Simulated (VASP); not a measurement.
# Au (P3_121) in VASP: relaxation of cell and atoms with PBE

Aim: the relaxation of cell and atoms of Au with PBE.

All numbers are computed with VASP 6.6.1; they aren't measurements. Logs are shortened: lines on timing, memory, paths and dates and some standing lists are left out, and cuts for length are marked.

## (1) The cell of the first run

It takes space group P3_121 (No. 152, trigonal). Conventional cell: a = 3.838 Å, b = 3.838 Å, c = 4.354 Å, α = 90.00°, β = 90.00°, γ = 120.00°. Within 2.8 Å of Au (site symmetry 2) lie 2 Au at 2.09 Å.

## (2) Relaxation of cell and atoms, PBE

INCAR reads:

```
SYSTEM = Au
PREC     = Accurate       ! precision mode
ENCUT    = 600            ! plane-wave cutoff, eV
EDIFF    = 1E-6           ! SCF threshold, eV
ISMEAR   = 0              ! smearing method
SIGMA    = 0.1            ! smearing width, eV
LREAL    = .FALSE.        ! projectors in reciprocal space
LASPH    = .TRUE.         ! aspherical terms in the spheres
NELM     = 100            ! most SCF steps
ALGO     = Normal         ! electronic algorithm
ISIF     = 3              ! what is computed and relaxed
LWAVE    = .FALSE.        ! write WAVECAR
LCHARG   = .FALSE.        ! write CHGCAR
GGA      = PE             ! functional
IBRION   = 2              ! ionic algorithm
NSW      = 90             ! ionic steps
EDIFFG   = -0.04          ! ionic threshold
```

KPOINTS reads:

```
Automatic mesh
0
G
  6 6 4
  0 0 0
```

POSCAR reads:

```
Au
1.0
    3.8375023409      0.0000000000      0.0000000000
   -1.9187511705      3.3233745143      0.0000000000
    0.0000000000      0.0000000000      4.3537748656
Au
3
Direct
    0.2254000000      0.0000000000      0.3333333333
    0.0000000000      0.2254000000      0.6666666667
    0.7746000000      0.7746000000      0.0000000000
```

Potentials or basis: VASP PAW PBE potentials, release 64 (Au).

Run with:

```bash
$ cat potpaw_PBE.64/Au/POTCAR > POTCAR
$ mpirun -np 1 vasp_std > vasp.out
```

OUTCAR:

```text
SYSTEM = Au
   PREC = Accurate
   ENCUT = 600
   EDIFF = 1E-6
   ISMEAR = 0
   LREAL = .FALSE.
   LASPH = .TRUE.
   NELM = 100
   ISIF = 3
   GGA = PE
   IBRION = 2
   NSW = 90
   EDIFFG = -0.04

 ion  position               nearest neighbor table
   1  0.225  0.000  0.333-   3 2.09   2 2.09   3 3.02   3 3.02   2 3.02   2 3.02   2 3.27   3 3.27

   2  0.000  0.225  0.667-   3 2.09   1 2.09   3 3.02   3 3.02   1 3.02   1 3.02   1 3.27   3 3.27

   3  0.775  0.775  0.000-   1 2.09   2 2.09   2 3.02   1 3.02   1 3.02   2 3.02   1 3.27   2 3.27

  LATTYP: Found a hexagonal cell.
 ALAT       =     3.8375023409
 C/A-ratio  =     1.1345334749

  Lattice vectors:

 A1 = (   3.8375023409,   0.0000000000,   0.0000000000)
 A2 = (  -1.9187511705,   3.3233745143,   0.0000000000)
 A3 = (   0.0000000000,   0.0000000000,   4.3537748656)

Analysis of symmetry for initial positions (statically):
=====================================================================
 Subroutine PRICEL returns:
 Original cell was already a primitive cell.

 Routine SETGRP: Setting up the symmetry group for a
 hexagonal supercell.

 Subroutine GETGRP returns: Found  6 space group operations
 (whereof  2 operations were pure point group operations)
 out of a pool of 24 trial point group operations.

The static configuration has the point symmetry C_2 .
 The point group associated with its full space group is D_3 .

Analysis of symmetry for dynamics (positions and initial velocities):
=====================================================================
 Subroutine PRICEL returns:
 Original cell was already a primitive cell.

 Routine SETGRP: Setting up the symmetry group for a
 hexagonal supercell.

 Subroutine GETGRP returns: Found  6 space group operations
 (whereof  2 operations were pure point group operations)
 out of a pool of 24 trial point group operations.

The dynamic configuration has the point symmetry C_2 .
 The point group associated with its full space group is D_3 .

 Subroutine INISYM returns: Found  6 space group operations
 (whereof  2 operations are pure point group operations),
 and found     1 'primitive' translations

----------------------------------------------------------------------------------------

                                     Primitive cell

  volume of cell :      55.5257

  direct lattice vectors                    reciprocal lattice vectors
     3.837502341  0.000000000  0.000000000     0.260586160  0.150449490  0.000000000
    -1.918751170  3.323374514  0.000000000     0.000000000  0.300898980  0.000000000
     0.000000000  0.000000000  4.353774866     0.000000000  0.000000000  0.229685740

  length of vectors
     3.837502341  3.837502341  4.353774866     0.300898980  0.300898980  0.229685740

  position of ions in fractional coordinates (direct lattice)
     0.225400000  0.000000000  0.333333333
     0.000000000  0.225400000  0.666666667
     0.774600000  0.774600000  0.000000000

  ion indices of the primitive-cell ions
   primitive index   ion index
                 1           1
                 2           2
                 3           3

----------------------------------------------------------------------------------------

 KPOINTS: Automatic mesh

Automatic generation of k-mesh.
 Grid dimensions read from file:
 generate k-points for:    6    6    4

 Generating k-lattice:

  Cartesian coordinates                     Fractional coordinates (reciprocal lattice)
     0.043431027  0.025074915  0.000000000     0.166666667  0.000000000  0.000000000
     0.000000000  0.050149830  0.000000000     0.000000000  0.166666667  0.000000000
     0.000000000  0.000000000  0.057421435     0.000000000  0.000000000  0.250000000

  Length of vectors
     0.050149830  0.050149830  0.057421435

  Shift w.r.t. Gamma in fractional coordinates (k-lattice)
     0.000000000  0.000000000  0.000000000

 Subroutine IBZKPT returns following result:
 ===========================================

 Found     24 irreducible k-points:

 Following reciprocal coordinates:
            Coordinates               Weight
  0.000000  0.000000  0.000000      1.000000
  0.166667 -0.000000  0.000000      6.000000
  0.333333  0.000000  0.000000      6.000000
  0.500000  0.000000  0.000000      3.000000
  0.166667  0.166667  0.000000      6.000000
  0.333333  0.166667  0.000000     12.000000
[... 16 lines left out ...]
  0.333333  0.166667  0.500000     12.000000
  0.333333  0.333333  0.500000      2.000000
   k-points           NKPTS =     24   k-points in BZ     NKDIM =     24   number of bands    NBANDS=     20
   number of dos      NEDOS =    301   number of ions     NIONS =      3
   total plane-waves  NPLWV =  36864
   dimension x,y,z NGX =    32 NGY =   32 NGZ =   36
   dimension x,y,z NGXF=    64 NGYF=   64 NGZF=   72
   ions per type =               3
   NGX,Y,Z   is equivalent  to a cutoff of  13.86, 13.86, 13.75 a.u.
   NGXF,Y,Z  is equivalent  to a cutoff of  27.73, 27.73, 27.49 a.u.
 SYSTEM =  Au
   PREC   = accura    normal or accurate (medium, high low for compatibility)
   ISTART =      0    job   : 0-new  1-cont  2-samecut
   ICHARG =      2    charge: 1-file 2-atom 10-const
   ISPIN  =      1    spin polarized calculation?
   LNONCOLLINEAR =      F non collinear calculations
   LSORBIT =      F    spin-orbit coupling
   LASPH  =      T    aspherical Exc in radial PAW
   ENCUT  =  600.0 eV  44.10 Ry    6.64 a.u.   7.66  7.66  8.70*2*pi/ulx,y,z
   NELM   =    100;   NELMIN=  2; NELMDL= -5     # of ELM steps
   EDIFF  = 0.1E-05   stopping-criterion for ELM
   LREAL  =      F    real-space projection
   EDIFFG = -.4E-01   stopping-criterion for IOM
   NSW    =     90    number of steps for IOM
   IBRION =      2    ionic relax: 0-MD 1-quasi-New 2-CG
   NFREE  =      1    steps in history (QN), initial steepest desc. (CG)
   ISIF   =      3    stress and relaxation
   ISYM   =      2    0-nonsym 1-usesym 2-fastsym
   POTIM  = 0.5000    time-step for ionic-motion
   TEBEG  =    0.0;   TEEND  =   0.0 temperature during run
   PSTRESS=    0.0 pullay stress
   NELECT =      33.0000    total number of electrons
   NUPDOWN=      -1.0000    fix difference up-down
   EMIN   =  10.00;   EMAX   =-10.00  energy-range for DOS
   EFERMI =   0.00;   METHOD = LEGACY
   ISMEAR =     0;   SIGMA  =   0.10  broadening in eV -4-tet -1-fermi 0-gaus
   EFERMI_NEDOS =   21; number of points for ismear=-14 and -15
   IALGO  =     38    algorithm
   IMIX   =      4    mixing-type and parameters
     AMIX     =   0.40;   BMIX     =  1.00
     AMIX_MAG =   1.60;   BMIX_MAG =  1.00
  volume/ion in A,a.u.               =      18.51       124.90
  Fermi-wavevector in a.u.,A,eV,Ry     =   1.376411  2.601040 25.776341  1.894508
  Thomas-Fermi vector in A             =   2.501658
   LORBIT       =      0    0 simple, 1 ext, 2 COOP (PROOUT), +10 PAW based schemes
   GGA     = PE    functional components
   LHFCALC =     F    Hartree Fock is set to
   AEXX    =    0.0000 exact exchange contribution
   IVDW    =     0    specifies the selected vdW correction
   LEPSILON=     F    determine dielectric tensor
   LRPA    =     F    only Hartree local field effects (RPA)
 conjugate gradient relaxation of ions
 non-spin polarized calculation
 Gauss-broadening in eV      SIGMA  =   0.10
  energy-cutoff  :      600.00
  volume of cell :       55.53
 maximum number of plane-waves:      1871
 NGX is ok and might be reduce to    32
   NGX = 15   NGY = 15   NGZ = 17

--------------------------------------- Ionic step        1  -------------------------------------------

 number of electron      33.0000000 magnetization

 Free energy of the ion-electron system (eV)
  ---------------------------------------------------
  ext. energy  EPLUGINS =         0.00000000
  ---------------------------------------------------
  free energy    TOTEN  =         0.51823285 eV

  energy without entropy =        0.52823846  energy(sigma->0) =        0.52323565

------------------------ aborting loop because EDIFF is reached ----------------------------------------

  FORCE on cell =-STRESS in cart. coord.  units (eV):
  Direction    XX          YY          ZZ          XY          YZ          ZX
  --------------------------------------------------------------------------------------
  -------------------------------------------------------------------------------------
  Total       24.7320547     24.7320547     48.4446126     -0.0000000     -0.0000000     -0.0000000
  in kB      713.6362053    713.6362053   1397.8551270     -0.0000000     -0.0000000     -0.0000000
  external PRESSURE =     941.7091792 kB  Pullay stress =       0.0000000 kB
[... 92 lines left out ...]
  FREE ENERGIE OF THE ION-ELECTRON SYSTEM (eV)
  ---------------------------------------------------
  free  energy   TOTEN  =        -3.1504600634 eV

  energy  without entropy=       -3.1321565330  energy(sigma->0) =       -3.14130830

 E-fermi :  -1.5170     XC(G=0):  -6.6382

 val. band max:       -1.5919355113   @ k =   0.3333   0.3333   0.2500
 cond. band min:      -1.5057191424   @ k =   0.3333   0.0000   0.2500
 fundamental gap:      0.0862163689
 Fermi energy:        -1.5169713319

 k-point     1 :       0.0000    0.0000    0.0000
  band No.  band energies     occupation
      1      -4.0470      2.00000
      2      -3.4744      2.00000
      3      -3.4744      2.00000
      4      -3.3459      2.00000
      5      -3.3459      2.00000
      6      -3.2450      2.00000
[... 541 lines left out ...]
     19       1.5401      0.00000
     20       2.0723      0.00000

 E-fermi :   1.4299     XC(G=0):  -8.8680

 val. band max:        1.4229414722   @ k =   0.3333   0.1667   0.0000
 cond. band min:       1.5129772000   @ k =   0.3333   0.3333   0.0000
 fundamental gap:      0.0900357278
 Fermi energy:         1.4299078507

 k-point     1 :       0.0000    0.0000    0.0000
  band No.  band energies     occupation
      1      -3.1536      2.00000
      2      -1.8384      2.00000
      3      -1.8384      2.00000
      4      -1.3150      2.00000
      5      -1.3150      2.00000
      6      -1.0647      2.00000
[... 541 lines left out ...]
     19       3.8265      0.00000
     20       4.0686      0.00000

 E-fermi :   3.9110     XC(G=0): -10.3225

 val. band max:        3.9033498098   @ k =   0.3333   0.1667   0.2500
 cond. band min:       3.9181518264   @ k =   0.3333   0.0000   0.2500
 fundamental gap:      0.0148020167
 Fermi energy:         3.9109938669

 k-point     1 :       0.0000    0.0000    0.0000
  band No.  band energies     occupation
      1      -2.3147      2.00000
      2      -0.5018      2.00000
      3      -0.5018      2.00000
      4       0.3319      2.00000
      5       0.3319      2.00000
      6       0.6778      2.00000
[... 541 lines left out ...]
     19       6.0947      0.00000
     20       6.0947      0.00000

[... ionic steps 4 to 43 ...]

--------------------------------------- Ionic step       44  -------------------------------------------

 number of electron      33.0000001 magnetization

------------------------ aborting loop because EDIFF is reached ----------------------------------------
[... 69 lines left out ...]
--------------------------------------- Ionic step       46  -------------------------------------------

 number of electron      33.0000001 magnetization

 Free energy of the ion-electron system (eV)
  ---------------------------------------------------
  ext. energy  EPLUGINS =         0.00000000
  ---------------------------------------------------
  free energy    TOTEN  =        -9.49800000 eV

  energy without entropy =       -9.49253065  energy(sigma->0) =       -9.49526533

 E-fermi :   9.0230     XC(G=0): -12.3566

 val. band max:        8.9329801767   @ k =   0.3333   0.0000   0.5000
 cond. band min:       9.0346746635   @ k =   0.0000   0.3333   0.2500
 fundamental gap:      0.1016944868
 Fermi energy:         9.0229811734

 k-point     1 :       0.0000    0.0000    0.0000
  band No.  band energies     occupation
      1      -0.7325      2.00000
      2       2.2458      2.00000
      3       2.2458      2.00000
      4       3.3967      2.00000
      5       3.8811      2.00000
      6       3.8822      2.00000
[... 571 lines left out ...]
  FREE ENERGIE OF THE ION-ELECTRON SYSTEM (eV)
  ---------------------------------------------------
  free  energy   TOTEN  =        -9.4979999987 eV

  energy  without entropy=       -9.4925306539  energy(sigma->0) =       -9.49526533

 reached required accuracy - stopping structural energy minimisation
```

Wall time 5.1 min (1 thread of Intel Xeon 6975P-C (Granite Rapids), shared host); peak memory 0.23 GiB.

Results:

```yaml
Free_energy: -9.4980 eV
Relaxed_volume: 18.10 Å³/atom
Relaxed_cell: a = 4.781 Å, b = 4.781 Å, c = 2.743 Å, α = 90.00°, β = 90.00°, γ = 120.00°
Space_group_after_relaxing_to_0.05_Å: R-3m (No. 166)
Energy_gained_by_relaxing: 3338.7 meV/atom
Ionic_steps: 46
Pressure_after_relaxing: 0.1 GPa
Largest_force_after_relaxing: 0.016 eV/Å
```

Forces in eV/Å, atoms in the order of the input:
```
Au  -0.016  0.000  0.000
Au   0.008 -0.014  0.000
Au   0.008  0.014  0.000
```

Step by step:
```tsv
step	energy change (eV)	largest force (eV/Å)	pressure (GPa)	volume (Å³)
1	0.0000	19.9524	94.17	55.53
3	-3.6687	0.1751	-5.09	176.76
5	-6.9755	0.2371	-11.59	100.74
7	-9.2096	1.4850	-1.27	65.26
9	-9.2465	0.9952	-4.66	67.34
11	-9.4300	0.8685	0.48	62.48
13	-9.5212	0.0419	1.27	61.39
15	-9.5237	0.0300	-0.89	62.60
17	-9.5260	0.0098	-0.12	62.15
19	-9.5371	0.0658	-0.05	61.93
21	-9.6760	0.3203	-1.01	60.17
23	-9.8654	0.8763	1.85	54.52
25	-9.8663	0.8728	1.76	54.52
27	-9.8718	0.8636	1.28	54.50
29	-9.9205	0.7510	0.82	54.30
31	-9.9266	0.7708	0.99	54.24
33	-9.9365	0.7593	1.75	54.12
35	-9.9416	0.7276	1.60	54.19
37	-9.9631	0.5045	-1.36	54.99
39	-9.9909	0.3457	-0.44	54.46
41	-10.0098	0.0840	1.67	53.55
43	-10.0156	0.0072	-0.30	54.39
45	-10.0160	0.0093	-0.08	54.33
46	-10.0162	0.0165	0.09	54.30
```

Final structure:
```yaml
crystal:
  lattice:
    - [4.78085, 0.00000, 0.00000]
    - [-2.39043, 4.14034, 0.00000]
    - [0.00000, 0.00000, 2.74338]
  atoms:
    - { symbol: Au, position: [0.33381, 0.00000, 0.33333] }
    - { symbol: Au, position: [0.00000, 0.33381, 0.66667] }
    - { symbol: Au, position: [0.66619, 0.66619, 0.00000] }
```

Levels at points of the mesh, in eV from the Fermi level:
```
           k point  band 14  band 15  band 16  band 17  band 18  band 19
(0.00, 0.00, 0.00)    -3.01    -3.01    -3.00     2.18     2.18     4.36
(0.50, 0.00, 0.00)    -3.00    -2.97    -2.96    -2.03    -1.11     2.26
(0.00, 0.00, 0.50)    -2.45    -1.95     0.24     0.24     5.57     5.86
(0.50, 0.00, 0.50)    -2.64    -1.86    -0.63     1.65     1.65     3.25
```

Caveat: the k points lie up to 0.57 Å⁻¹ apart in the final cell; spin-orbit coupling is left out, which moves the levels of the heavy elements.
